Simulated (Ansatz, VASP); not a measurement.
**One calculation of FeCuC4N4, two programs**

```
CELL_PARAMETERS angstrom
5.90687 0.00000 0.00000
0.00000 5.90687 0.00000
0.00000 0.00000 5.90687
ATOMIC_POSITIONS crystal
Fe 0.00000 0.00000 0.00000
Cu 0.50000 0.50000 0.50000
C 0.18942 0.18942 0.18942
C 0.18942 0.81058 0.81058
C 0.81058 0.18942 0.81058
C 0.81058 0.81058 0.18942
N 0.30378 0.30378 0.30378
N 0.30378 0.69622 0.69622
N 0.69622 0.30378 0.69622
N 0.69622 0.69622 0.30378
```

Alike in both runs: task single point; functional PBE; k mesh 4 × 4 × 4; occupations gaussian, width 0.1 eV; collinear spin.

|  | VASP | Ansatz |
| --- | --- | --- |
| version | VASP 6.6.1 | Ansatz 0.2.0 |
| potentials or method | VASP PAW PBE potentials, release 64 (Fe, Cu, C, N), cutoff 520 eV | scalar-relativistic, plane waves, PAW |
| valence electrons in the cell | 55 | 71 |

Ansatz gave:

| Item | Value |
| --- | --- |
| pressure (GPa) | -0.2 |
| rms of the force components (eV/Å) | 0.282 |
| net moment per atom (μB) | 0.50 |
| size of the moment on the site where the two differ most (μB) | 3.11 |

**Question.** Estimate VASP's values.

**Answer.** Pressure (GPa): -2.3; rms of the force components (eV/Å): 0.666; net moment per atom (μB): 0.10; size of the moment on the site where the two differ most (μB): 1.20.

The net moments are unlike, so the other rows may belong to different states. Site moments also hang on the region over which each program counts them. Atom by atom the forces differ by 0.714 eV/Å (rms over components). VASP's potentials hold 55 valence electrons a cell and Ansatz's 71, so a difference there can come from the potentials and not from the codes. Ansatz's warnings: seeded moment not kept.

Noted on VASP's run: the standard files for N, O and F lose accuracy on very short bonds.
